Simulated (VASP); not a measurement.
Input of a VASP 6.6.1 run:

File INCAR:

```
SYSTEM = ZnS
PREC = Accurate
ENCUT = 500
EDIFF = 1E-6
ISMEAR = 0
SIGMA = 0.01
LREAL = .FALSE.
LASPH = .TRUE.
NELM = 120
ALGO = Normal
ISIF = 2
LWAVE = .FALSE.
LCHARG = .FALSE.
GGA = PS
NBANDS = 16
GGA_COMPAT = .FALSE.
```

File KPOINTS:

```
Automatic mesh
0
G
  8 8 8
  0 0 0
```

Contents of POSCAR:

```
ZnS
1.0
    2.6643807534      2.6643807534      0.0000000000
   -2.6643807534      2.6643807534      0.0000000000
    0.0000000000      2.6643807534      2.6858029103
Zn S
1 1
Direct
    0.7500000000      0.2500000000      0.5000000000
    0.0000000000      0.0000000000      0.0000000000
```

Potentials or basis: VASP PAW PBE potentials, release 64 (Zn, S).

The run is started by

```sh
$ cat potpaw_PBE.64/Zn/POTCAR potpaw_PBE.64/S/POTCAR > POTCAR
$ mpirun -np 1 vasp_std > vasp.out
```

Problem. Estimate the pressure.

Solution. 0.8 GPa.

Problem. Predict the band gap on the k mesh.

Solution. 2.12 eV, direct.

Stress tensor (GPa, compression positive):
```
0.91 0.00 0.00
0.00 0.91 0.00
0.00 0.00 0.57
```

Caveat: the cell differs from its parent crystal (in-plane strain -0.005); the PAW data sets were made with another functional, which shifts forces and pressure a little.
